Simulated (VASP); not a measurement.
Runs of VASP 6.6.1 on Al. The structure is that of space group Im-3m (No. 229), or close to it. The cells are those of the table. 

| task | cell | k mesh | cutoff (eV) | gap on the mesh (eV) | pressure (GPa) |
| --- | --- | --- | --- | --- | --- |
| single point | a = 2.870 Å, angles 109.5°, 1 atom | 22 × 22 × 22 | 520 | none | 0.0 |
| single point | a = 2.980 Å, angles 109.5°, 1 atom | 15 × 15 × 15 | 520 | none | -4.0 |
| relaxation of cell and atoms | relaxed from a = 2.784 Å, angles 109.5°, 1 atom | 14 × 14 × 14 | 600 | none | 0.0 |
| single point | a = 2.750 Å, angles 109.5°, 1 atom | 15 × 15 × 15 | 520 | none | 8.3 |
| single point | a = 2.870 Å, angles 109.5°, 1 atom | 14 × 14 × 14 | 520 | none | (a) |
| single point | a = 2.870 Å, angles 109.5°, 1 atom | 15 × 15 × 15 | 520 | none | 0.0 |
| single point | a = 2.944 Å, angles 109.5°, 1 atom | 15 × 15 × 15 | 520 | none | (b) |
| single point | a = 2.791 Å, angles 109.5°, 1 atom | 15 × 15 × 15 | 520 | none | 4.9 |
| single point | a = 2.831 Å, angles 109.5°, 1 atom | 15 × 15 × 15 | 520 | none | 2.2 |
| single point | a = 2.907 Å, angles 109.5°, 1 atom | 15 × 15 × 15 | 520 | none | -1.6 |

Alike in all rows: level BLYP; potentials or basis VASP PAW PBE potentials, release 64 (Al); no spin polarisation; smearing fermi-dirac 0.1 eV.

**Question.** Fill in the values left out.

**Answer.** (a) 0.1; (b) -3.0.

Caveats: the PAW data sets were made with another functional, which shifts forces and pressure a little.

A gap of «none» marks levels without a gap at the run's occupations.
